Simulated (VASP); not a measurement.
Input of a VASP 6.6.1 run:

File POSCAR:

```
BaF2
1.0
    0.0000000000      3.0971612422      3.0971612422
    3.0971612422      0.0000000000      3.0971612422
    3.0971612422      3.0971612422      0.0000000000
Ba F
1 2
Direct
    0.0000000000      0.0000000000      0.0000000000
    0.2500000000      0.2500000000      0.2500000000
    0.7500000000      0.7500000000      0.7500000000
```

The input INCAR.step1:

```
SYSTEM = BaF2
  PREC = Accurate
  ENCUT = 520
  EDIFF = 1E-5
  ISMEAR = 0
  SIGMA = 0.01
  LREAL = .FALSE.
  LASPH = .TRUE.
  NELM = 120
  ALGO = Normal
  ISIF = 2
  LWAVE = .TRUE.
  NBANDS = 19
  GGA = PE
  GGA_COMPAT = .FALSE.
  KPAR = 4
```

Contents of INCAR.step2:

```
SYSTEM = BaF2
  PREC = Accurate
  ENCUT = 520
  EDIFF = 1E-6
  ISMEAR = 0
  SIGMA = 0.01
  LREAL = .FALSE.
  LASPH = .TRUE.
  NELM = 120
  ALGO = Normal
  ISIF = 2
  LWAVE = .FALSE.
  LCHARG = .TRUE.
  GGA = PE
  LHFCALC = .TRUE.
  AEXX = 0.25
  PRECFOCK = Normal
  LVHAR = .TRUE.
  NBANDS = 19
  ISTART = 1
  GGA_COMPAT = .FALSE.
  KPAR = 4
```

KPOINTS

```
regular mesh
0
G
  6 6 6
  0 0 0
```

Potentials or basis: VASP PAW PBE potentials, release 64 (Ba_sv, F).

The run is started by

```bash
$ cat potpaw_PBE.64/Ba_sv/POTCAR potpaw_PBE.64/F/POTCAR > POTCAR
$ cp INCAR.step1 INCAR
$ mpirun -np 4 vasp_std > vasp.out
$ cp INCAR.step2 INCAR
$ mpirun -np 4 vasp_std > vasp.out
```

Question: What does it give for the pressure?

Answer: 1.3 GPa.

Question: Estimate the band gap on the k mesh.

Answer: 9.49 eV (least direct gap 9.56 eV).

Caveat: the PAW data sets were made with another functional, which shifts forces and pressure a little; spin-orbit coupling is left out, which moves the levels of the heavy elements. A k mesh can miss the band edges.
